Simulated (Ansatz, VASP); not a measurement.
## C in VASP and in Ansatz

```
C
1.0
    -2.46466    0.00000    0.00000
     0.00000    0.00000   -3.57197
     0.00000   -4.26892    0.00000
C
4
Direct
  0.50000 0.00000 0.17510
  0.00000 0.00000 0.66948
  0.00000 0.00000 0.32490
  0.50000 0.00000 0.83052
```

Change from the starting cell: mode 8 frozen in at -0.012 Å and mode 12 at -0.024 Å (largest displacements).

Alike in both runs: task single point; functional PBE; dispersion D3(BJ); k mesh 18 × 12 × 10; occupations gaussian, width 0.15 eV; no spin polarisation.

|  | VASP | Ansatz |
| --- | --- | --- |
| version | VASP 6.6.1 | Ansatz 0.2.0 |
| potentials or method | VASP PAW PBE potentials, release 64 (C), cutoff 520 eV | scalar-relativistic, plane waves, PAW |
| valence electrons in the cell | 16 | 16 |

|  | VASP | Ansatz | Ansatz less VASP |
| --- | --- | --- | --- |
| gap on the k mesh at the Fermi level (eV) | none | none | - |
| pressure (GPa) | 1.4 | 1.0 | -0.39 |
| traceless stress, the component that is largest in VASP (GPa) | 5.55 | 5.22 | -0.325 |
| rms of the force components (eV/Å) | 1.518 | 1.517 | -0.0009 |

Atom by atom the forces differ by 0.003 eV/Å (rms over components). A gap of «none» marks a metal or a gap that the smearing closes.
